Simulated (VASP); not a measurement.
# CdTe (F-43m) in VASP: notebook

Runs on CdTe. Level: LDA. Tasks: relaxation of cell and atoms.

Everything below comes from runs of VASP 6.6.1. Logs are shortened: lines on timing, memory, paths and dates and some standing lists are left out, and cuts for length are marked.

## (1) The cell of the first run

The structure is cubic, space group F-43m (No. 216). The conventional cell has a = 6.410 Å, b = 6.410 Å, c = 6.410 Å, α = 90.00°, β = 90.00°, γ = 90.00°. Within 3.7 Å of Cd (site symmetry -43m) lie 4 Te at 2.78 Å. Te (site symmetry -43m) has 4 Cd at 2.78 Å within 3.7 Å.

## (2) Relaxation of cell and atoms, LDA, target pressure 7 GPa, at which the enthalpy is minimised

INCAR reads:

```
PREC = Accurate
ENCUT = 600
EDIFF = 1E-6
ISMEAR = 0
SIGMA = 0.01
LREAL = F
LASPH = T
NELM = 60
ALGO = Normal
ISIF = 3
LWAVE = F
LCHARG = F
IBRION = 2
NSW = 100
EDIFFG = -0.002
PSTRESS = 70.0
```

KPOINTS reads:

```
Automatic mesh
0
Gamma
  6 6 6
```

POSCAR reads:

```
CdTe
1.0
    3.2050000000      3.2050000000      0.0000000000
   -3.2050000000      3.2050000000      0.0000000000
    0.0000000000      3.2050000000      3.2050000000
Cd Te
1 1
Direct
    0.0000000000      0.0000000000      0.0000000000
    0.7500000000      0.2500000000      0.5000000000
```

Potentials or basis: VASP PAW LDA potentials, release 64 (Cd, Te).

Command:

```console
cat potpaw_LDA.64/Cd/POTCAR potpaw_LDA.64/Te/POTCAR > POTCAR
mpirun -np 1 vasp_std > vasp.out
```

OUTCAR:

```text
PREC = Accurate
   ENCUT = 600
   EDIFF = 1E-6
   ISMEAR = 0
   LREAL = F
   LASPH = T
   NELM = 60
   ISIF = 3
   IBRION = 2
   NSW = 100
   EDIFFG = -0.002
   PSTRESS = 70.0

 ion  position               nearest neighbor table
   1  0.000  0.000  0.000-   2 2.78   2 2.78   2 2.78   2 2.78
   2  0.750  0.250  0.500-   1 2.78   1 2.78   1 2.78   1 2.78

  LATTYP: Found a face centered cubic cell.
 ALAT       =     6.4100000000

  Lattice vectors:

 A1 = (   0.0000000000,   3.2050000000,   3.2050000000)
 A2 = (   3.2050000000,   0.0000000000,   3.2050000000)
 A3 = (   3.2050000000,   3.2050000000,   0.0000000000)

Analysis of symmetry for initial positions (statically):
=====================================================================
 Subroutine PRICEL returns:
 Original cell was already a primitive cell.

 Routine SETGRP: Setting up the symmetry group for a
 face centered cubic supercell.

 Subroutine GETGRP returns: Found 24 space group operations
 (whereof 24 operations were pure point group operations)
 out of a pool of 48 trial point group operations.

The static configuration has the point symmetry T_d .

Analysis of symmetry for dynamics (positions and initial velocities):
=====================================================================
 Subroutine PRICEL returns:
 Original cell was already a primitive cell.

 Routine SETGRP: Setting up the symmetry group for a
 face centered cubic supercell.

 Subroutine GETGRP returns: Found 24 space group operations
 (whereof 24 operations were pure point group operations)
 out of a pool of 48 trial point group operations.

The dynamic configuration has the point symmetry T_d .

 Subroutine INISYM returns: Found 24 space group operations
 (whereof 24 operations are pure point group operations),
 and found     1 'primitive' translations

----------------------------------------------------------------------------------------

                                     Primitive cell

  volume of cell :      65.8437

  direct lattice vectors                    reciprocal lattice vectors
     3.205000000  3.205000000  0.000000000     0.156006240  0.156006240 -0.156006240
    -3.205000000  3.205000000  0.000000000    -0.156006240  0.156006240 -0.156006240
     0.000000000  3.205000000  3.205000000     0.000000000  0.000000000  0.312012480

  length of vectors
     4.532554467  4.532554467  4.532554467     0.270210734  0.270210734  0.312012480

  position of ions in fractional coordinates (direct lattice)
     0.000000000  0.000000000  0.000000000
     0.750000000  0.250000000  0.500000000

  ion indices of the primitive-cell ions
   primitive index   ion index
                 1           1
                 2           2

----------------------------------------------------------------------------------------

 KPOINTS: Automatic mesh

Automatic generation of k-mesh.
 Grid dimensions read from file:
 generate k-points for:    6    6    6

 Generating k-lattice:

  Cartesian coordinates                     Fractional coordinates (reciprocal lattice)
     0.026001040  0.026001040 -0.026001040     0.166666667  0.000000000  0.000000000
    -0.026001040  0.026001040 -0.026001040     0.000000000  0.166666667  0.000000000
     0.000000000  0.000000000  0.052002080     0.000000000  0.000000000  0.166666667

  Length of vectors
     0.045035122  0.045035122  0.052002080

  Shift w.r.t. Gamma in fractional coordinates (k-lattice)
     0.000000000  0.000000000  0.000000000

 Subroutine IBZKPT returns following result:
 ===========================================

 Found     16 irreducible k-points:

 Following reciprocal coordinates:
            Coordinates               Weight
  0.000000  0.000000  0.000000      1.000000
  0.166667  0.000000  0.000000      8.000000
  0.333333  0.000000  0.000000      8.000000
  0.500000  0.000000  0.000000      4.000000
  0.166667  0.166667  0.000000     12.000000
  0.333333  0.166667  0.000000     24.000000
[... 8 lines left out ...]
  0.500000  0.333333  0.166667     24.000000
  0.500000  0.500000  0.166667     12.000000
   k-points           NKPTS =     16   k-points in BZ     NKDIM =     16   number of bands    NBANDS=     13
   number of dos      NEDOS =    301   number of ions     NIONS =      2
   total plane-waves  NPLWV =  46656
   dimension x,y,z NGX =    36 NGY =   36 NGZ =   36
   dimension x,y,z NGXF=    72 NGYF=   72 NGZF=   72
   ions per type =               1   1
   NGX,Y,Z   is equivalent  to a cutoff of  13.20, 13.20, 13.20 a.u.
   NGXF,Y,Z  is equivalent  to a cutoff of  26.41, 26.41, 26.41 a.u.
 SYSTEM =  unknown system
   PREC   = accura    normal or accurate (medium, high low for compatibility)
   ISTART =      0    job   : 0-new  1-cont  2-samecut
   ICHARG =      2    charge: 1-file 2-atom 10-const
   ISPIN  =      1    spin polarized calculation?
   LNONCOLLINEAR =      F non collinear calculations
   LSORBIT =      F    spin-orbit coupling
   LASPH  =      T    aspherical Exc in radial PAW
   ENCUT  =  600.0 eV  44.10 Ry    6.64 a.u.   9.05  9.05  9.05*2*pi/ulx,y,z
   NELM   =     60;   NELMIN=  2; NELMDL= -5     # of ELM steps
   EDIFF  = 0.1E-05   stopping-criterion for ELM
   LREAL  =      F    real-space projection
   EDIFFG = -.2E-02   stopping-criterion for IOM
   NSW    =    100    number of steps for IOM
   IBRION =      2    ionic relax: 0-MD 1-quasi-New 2-CG
   NFREE  =      1    steps in history (QN), initial steepest desc. (CG)
   ISIF   =      3    stress and relaxation
   ISYM   =      2    0-nonsym 1-usesym 2-fastsym
   POTIM  = 0.5000    time-step for ionic-motion
   TEBEG  =    0.0;   TEEND  =   0.0 temperature during run
   PSTRESS=   70.0 pullay stress
   NELECT =      18.0000    total number of electrons
   NUPDOWN=      -1.0000    fix difference up-down
   EMIN   =  10.00;   EMAX   =-10.00  energy-range for DOS
   EFERMI =   0.00;   METHOD = LEGACY
   ISMEAR =     0;   SIGMA  =   0.01  broadening in eV -4-tet -1-fermi 0-gaus
   EFERMI_NEDOS =   21; number of points for ismear=-14 and -15
   IALGO  =     38    algorithm
   IMIX   =      4    mixing-type and parameters
     AMIX     =   0.40;   BMIX     =  1.00
     AMIX_MAG =   1.60;   BMIX_MAG =  1.00
  volume/ion in A,a.u.               =      32.92       222.17
  Fermi-wavevector in a.u.,A,eV,Ry     =   1.062497  2.007828 15.359610  1.128899
  Thomas-Fermi vector in A             =   2.197950
   LORBIT       =      0    0 simple, 1 ext, 2 COOP (PROOUT), +10 PAW based schemes
   GGA     = CA    functional components
   LHFCALC =     F    Hartree Fock is set to
   AEXX    =    0.0000 exact exchange contribution
   IVDW    =     0    specifies the selected vdW correction
   LEPSILON=     F    determine dielectric tensor
   LRPA    =     F    only Hartree local field effects (RPA)
 conjugate gradient relaxation of ions
 non-spin polarized calculation
 Gauss-broadening in eV      SIGMA  =   0.01
  energy-cutoff  :      600.00
  volume of cell :       65.84
 maximum number of plane-waves:      2215
   NGX = 19   NGY = 19   NGZ = 19

--------------------------------------- Ionic step        1  -------------------------------------------

 number of electron      17.9999995 magnetization

 Free energy of the ion-electron system (eV)
  ---------------------------------------------------
  ext. energy  EPLUGINS =         0.00000000
  ---------------------------------------------------
  free energy    TOTEN  =        -6.04396917 eV

  energy without entropy =       -6.04396917  energy(sigma->0) =       -6.04396917

------------------------ aborting loop because EDIFF is reached ----------------------------------------

  FORCE on cell =-STRESS in cart. coord.  units (eV):
  Direction    XX          YY          ZZ          XY          YZ          ZX
  --------------------------------------------------------------------------------------
  -------------------------------------------------------------------------------------
  Total        0.0920703      0.0920703      0.0920703      0.0000000      0.0000000     -0.0000000
  in kB        2.2403510      2.2403510      2.2403510      0.0000000      0.0000000     -0.0000000
  external PRESSURE =     -67.7596490 kB  Pullay stress =      70.0000000 kB
[... 23 lines left out ...]
  enthalpy is  TOTEN    =        -3.1672229249 eV   P V=        2.8767462447

--------------------------------------- Ionic step        2  -------------------------------------------

 number of electron      18.0000002 magnetization

 E-fermi :   4.8674     XC(G=0): -10.0258

 val. band max:        4.7793032335   @ k =   0.0000   0.0000   0.0000
 cond. band min:       6.0934203297   @ k =   0.0000   0.0000   0.0000
 fundamental gap:      1.3141170962
 Fermi energy:         4.8674219836

 k-point     1 :       0.0000    0.0000    0.0000
  band No.  band energies     occupation
      1      -8.1844      2.00000
      2      -4.7203      2.00000
      3      -4.7203      2.00000
      4      -4.7203      2.00000
      5      -4.2325      2.00000
      6      -4.2325      2.00000
      7       4.7793      2.00000
      8       4.7793      2.00000
      9       4.7793      2.00000
     10       6.0934      0.00000
     11       8.9982      0.00000
     12       8.9982      0.00000
     13       8.9982      0.00000
[... 425 lines left out ...]
  enthalpy is  TOTEN    =        -3.3268993445 eV   P V=        2.5770008528

--------------------------------------- Ionic step        7  -------------------------------------------

 number of electron      17.9999998 magnetization

 Free energy of the ion-electron system (eV)
  ---------------------------------------------------
  ext. energy  EPLUGINS =         0.00000000
  ---------------------------------------------------
  free energy    TOTEN  =        -5.90357900 eV

  energy without entropy =       -5.90357900  energy(sigma->0) =       -5.90357900

 E-fermi :   3.6857     XC(G=0):  -9.5752

 val. band max:        3.6123538236   @ k =   0.0000   0.0000   0.0000
 cond. band min:       4.6114841399   @ k =   0.0000   0.0000   0.0000
 fundamental gap:      0.9991303164
 Fermi energy:         3.6856792362

 k-point     1 :       0.0000    0.0000    0.0000
  band No.  band energies     occupation
      1      -8.5630      2.00000
      2      -5.3065      2.00000
      3      -5.3065      2.00000
      4      -5.3065      2.00000
      5      -4.9208      2.00000
      6      -4.9208      2.00000
      7       3.6124      2.00000
      8       3.6124      2.00000
      9       3.6124      2.00000
     10       4.6115      0.00000
     11       7.9753      0.00000
     12       7.9753      0.00000
     13       7.9753      0.00000
[... 267 lines left out ...]
  FREE ENERGIE OF THE ION-ELECTRON SYSTEM (eV)
  ---------------------------------------------------
  free  energy   TOTEN  =        -5.9035790022 eV

  energy  without entropy=       -5.9035790022  energy(sigma->0) =       -5.90357900

  enthalpy is  TOTEN    =        -3.3268991089 eV   P V=        2.5766798933

 reached required accuracy - stopping structural energy minimisation
```

Wall time 22 s (1 thread of Intel Xeon 6975P-C (Granite Rapids), shared host); peak memory 0.18 GiB.

Results:

```yaml
Free_energy: -5.9036 eV
Relaxed_volume: 29.49 Å³/atom
Relaxed_cell: a = 4.369 Å, b = 4.369 Å, c = 4.369 Å, α = 60.00°, β = 60.00°, γ = 90.00°
Space_group_after_relaxing_to_0.1_Å: F-43m (No. 216)
Energy_change_on_relaxing_the_run_minimises_the_enthalpy: +70.2 meV/atom
Ionic_steps: 7
Pressure_after_relaxing: 7.0 GPa
Band_gap_on_the_k_mesh: 1.00 eV
```

The path:
| step | energy change (eV) | largest force (eV/Å) | pressure (GPa) | volume (Å³) |
| --- | --- | --- | --- | --- |
| 1 | 0.0000 | 0.0000 | 0.22 | 65.84 |
| 2 | 0.5319 | 0.0000 | 16.49 | 53.45 |
| 3 | 0.1357 | 0.0000 | 6.87 | 59.08 |
| 4 | 0.1414 | 0.0000 | 7.04 | 58.95 |
| 5 | 0.1390 | 0.0000 | 6.97 | 59.01 |
| 6 | 0.1401 | 0.0000 | 6.99 | 58.98 |
| 7 | 0.1404 | 0.0000 | 7.01 | 58.98 |

Final structure:
```
Cd Te
1.0
     3.08945    3.08945    0.00000
    -3.08945    3.08945    0.00000
     0.00000    3.08945    3.08945
Cd Te
1 1
Direct
  0.00000 0.00000 0.00000
  0.75000 0.25000 0.50000
```

Levels at points of the mesh, in eV from the valence-band top:
```
           k point  band 6  band 7  band 8  band 9  band 10  band 11  band 12  band 13
(0.00, 0.00, 0.00)   -8.53    0.00    0.00    0.00     1.00     4.36     4.36     4.36
(0.50, 0.00, 0.00)   -8.06   -5.41   -1.03   -1.03     1.79     5.00     5.00     6.85
(0.50, 0.50, 0.00)   -7.87   -5.13   -2.44   -2.44     2.09     2.45     9.49     9.71
```

Caveat: the cell is relaxed towards a set pressure, so the run minimises the enthalpy, not the energy; spin-orbit coupling is left out, which moves the levels of the heavy elements. Zero-point motion and thermal expansion aren't in these numbers.

## (3) Relaxation of cell and atoms, LDA, target pressure 10 GPa, at which the enthalpy is minimised

INCAR reads:

```
PREC = Accurate ; ENCUT = 600
EDIFF = 1E-7 ; ISMEAR = 0
SIGMA = 0.01 ; LREAL = False
LASPH = True ; NELM = 80
ALGO = Normal ; ISIF = 3
LWAVE = False ; LCHARG = False
GGA = CA ; IBRION = 2
NSW = 100 ; EDIFFG = -0.002
PSTRESS = 100.0
```

KPOINTS is that of step 2.

POSCAR is that of step 2.

Potentials or basis: VASP PAW LDA potentials, release 64 (Cd, Te).

Command:

```console
cat potpaw_LDA.64/Cd/POTCAR potpaw_LDA.64/Te/POTCAR > POTCAR
mpirun -np 1 vasp_std > vasp.out
```

OUTCAR:

```text
PREC = Accurate
   ENCUT = 600
   EDIFF = 1E-7
   ISMEAR = 0
   LREAL = False
   LASPH = True
   NELM = 80
   ISIF = 3
   GGA = CA
   IBRION = 2
   NSW = 100
   EDIFFG = -0.002
   PSTRESS = 100.0

 ion  position               nearest neighbor table
   1  0.000  0.000  0.000-   2 2.78   2 2.78   2 2.78   2 2.78
   2  0.750  0.250  0.500-   1 2.78   1 2.78   1 2.78   1 2.78

  LATTYP: Found a face centered cubic cell.
 ALAT       =     6.4100000000

  Lattice vectors:

 A1 = (   0.0000000000,   3.2050000000,   3.2050000000)
 A2 = (   3.2050000000,   0.0000000000,   3.2050000000)
 A3 = (   3.2050000000,   3.2050000000,   0.0000000000)

Analysis of symmetry for initial positions (statically):
=====================================================================
 Subroutine PRICEL returns:
 Original cell was already a primitive cell.

 Routine SETGRP: Setting up the symmetry group for a
 face centered cubic supercell.

 Subroutine GETGRP returns: Found 24 space group operations
 (whereof 24 operations were pure point group operations)
 out of a pool of 48 trial point group operations.

The static configuration has the point symmetry T_d .

Analysis of symmetry for dynamics (positions and initial velocities):
=====================================================================
 Subroutine PRICEL returns:
 Original cell was already a primitive cell.

 Routine SETGRP: Setting up the symmetry group for a
 face centered cubic supercell.

 Subroutine GETGRP returns: Found 24 space group operations
 (whereof 24 operations were pure point group operations)
 out of a pool of 48 trial point group operations.

The dynamic configuration has the point symmetry T_d .

 Subroutine INISYM returns: Found 24 space group operations
 (whereof 24 operations are pure point group operations),
 and found     1 'primitive' translations

----------------------------------------------------------------------------------------

                                     Primitive cell

  volume of cell :      65.8437

[... 110 lines left out ...]
 conjugate gradient relaxation of ions
 non-spin polarized calculation
 Gauss-broadening in eV      SIGMA  =   0.01
  energy-cutoff  :      600.00
  volume of cell :       65.84
 maximum number of plane-waves:      2215
   NGX = 19   NGY = 19   NGZ = 19

--------------------------------------- Ionic step        1  -------------------------------------------

 number of electron      17.9999995 magnetization

 Free energy of the ion-electron system (eV)
  ---------------------------------------------------
  ext. energy  EPLUGINS =         0.00000000
  ---------------------------------------------------
  free energy    TOTEN  =        -6.04396911 eV

  energy without entropy =       -6.04396911  energy(sigma->0) =       -6.04396911

------------------------ aborting loop because EDIFF is reached ----------------------------------------

  FORCE on cell =-STRESS in cart. coord.  units (eV):
  Direction    XX          YY          ZZ          XY          YZ          ZX
  --------------------------------------------------------------------------------------
  -------------------------------------------------------------------------------------
  Total        0.0895688      0.0895688      0.0895688      0.0000000      0.0000000      0.0000000
  in kB        2.1794816      2.1794816      2.1794816      0.0000000      0.0000000      0.0000000
  external PRESSURE =     -97.8205184 kB  Pullay stress =     100.0000000 kB
[... 25 lines left out ...]
--------------------------------------- Ionic step        2  -------------------------------------------

 number of electron      18.0000001 magnetization

 E-fermi :   6.1369     XC(G=0): -10.4866

 val. band max:        6.0852201280   @ k =   0.0000   0.0000   0.0000
 cond. band min:       7.5849169021   @ k =   0.5000   0.5000   0.0000
 fundamental gap:      1.4996967740
 Fermi energy:         6.1369110209

 k-point     1 :       0.0000    0.0000    0.0000
  band No.  band energies     occupation
      1      -7.7857      2.00000
      2      -4.1239      2.00000
      3      -4.1239      2.00000
      4      -4.1239      2.00000
      5      -3.5209      2.00000
      6      -3.5209      2.00000
      7       6.0852      2.00000
      8       6.0852      2.00000
      9       6.0852      2.00000
     10       7.6980      0.00000
     11      10.1170      0.00000
     12      10.1170      0.00000
     13      10.1170      0.00000
[... 465 lines left out ...]
--------------------------------------- Ionic step        8  -------------------------------------------

 number of electron      17.9999997 magnetization

 Free energy of the ion-electron system (eV)
  ---------------------------------------------------
  ext. energy  EPLUGINS =         0.00000000
  ---------------------------------------------------
  free energy    TOTEN  =        -5.79412113 eV

  energy without entropy =       -5.79412113  energy(sigma->0) =       -5.79412113

 E-fermi :   4.0744     XC(G=0):  -9.7372

 val. band max:        4.0194588774   @ k =   0.0000   0.0000   0.0000
 cond. band min:       5.1334618949   @ k =   0.0000   0.0000   0.0000
 fundamental gap:      1.1140030174
 Fermi energy:         4.0743949047

 k-point     1 :       0.0000    0.0000    0.0000
  band No.  band energies     occupation
      1      -8.4280      2.00000
      2      -5.0951      2.00000
      3      -5.0951      2.00000
      4      -5.0951      2.00000
      5      -4.6740      2.00000
      6      -4.6740      2.00000
      7       4.0195      2.00000
      8       4.0195      2.00000
      9       4.0195      2.00000
     10       5.1335      0.00000
     11       8.3352      0.00000
     12       8.3352      0.00000
     13       8.3352      0.00000
[... 271 lines left out ...]
  energy  without entropy=       -5.7941211315  energy(sigma->0) =       -5.79412113

  enthalpy is  TOTEN    =        -2.2424641883 eV   P V=        3.5516569432

 reached required accuracy - stopping structural energy minimisation
```

It took 30 s on 1 thread of Intel Xeon 6975P-C (Granite Rapids), shared host; peak memory 0.19 GiB.

What came out:

* Free energy: -5.7941 eV
* Relaxed volume: 28.45 Å³/atom
* Relaxed cell: a = 4.317 Å, b = 4.317 Å, c = 4.317 Å, α = 60.00°, β = 60.00°, γ = 90.00°
* Space group after relaxing (to 0.1 Å): F-43m (No. 216)
* Energy change on relaxing (the run minimises the enthalpy): +124.9 meV/atom
* Ionic steps: 8
* Pressure after relaxing: 10.0 GPa
* Band gap on the k mesh: 1.11 eV

The path:
| step | energy change (eV) | largest force (eV/Å) | pressure (GPa) | volume (Å³) |
| --- | --- | --- | --- | --- |
| 1 | 0.0000 | 0.0000 | 0.22 | 65.84 |
| 2 | 1.2388 | 0.0000 | 30.27 | 48.49 |
| 3 | 0.2321 | 0.0000 | 9.55 | 57.19 |
| 4 | 0.2463 | 0.0000 | 9.92 | 56.96 |
| 5 | 0.2569 | 0.0000 | 10.19 | 56.79 |
| 6 | 0.2415 | 0.0000 | 9.80 | 57.04 |
| 7 | 0.2493 | 0.0000 | 9.99 | 56.91 |
| 8 | 0.2498 | 0.0000 | 10.01 | 56.90 |

Final structure:
```
Cd Te
1.0
     3.05284    3.05284    0.00000
    -3.05284    3.05284    0.00000
     0.00000    3.05284    3.05284
Cd Te
1 1
Direct
  0.00000 0.00000 0.00000
  0.75000 0.25000 0.50000
```

Caveat: the cell is relaxed towards a set pressure, so the run minimises the enthalpy, not the energy; spin-orbit coupling is left out, which moves the levels of the heavy elements. LDA usually gives volumes a few per cent too small.
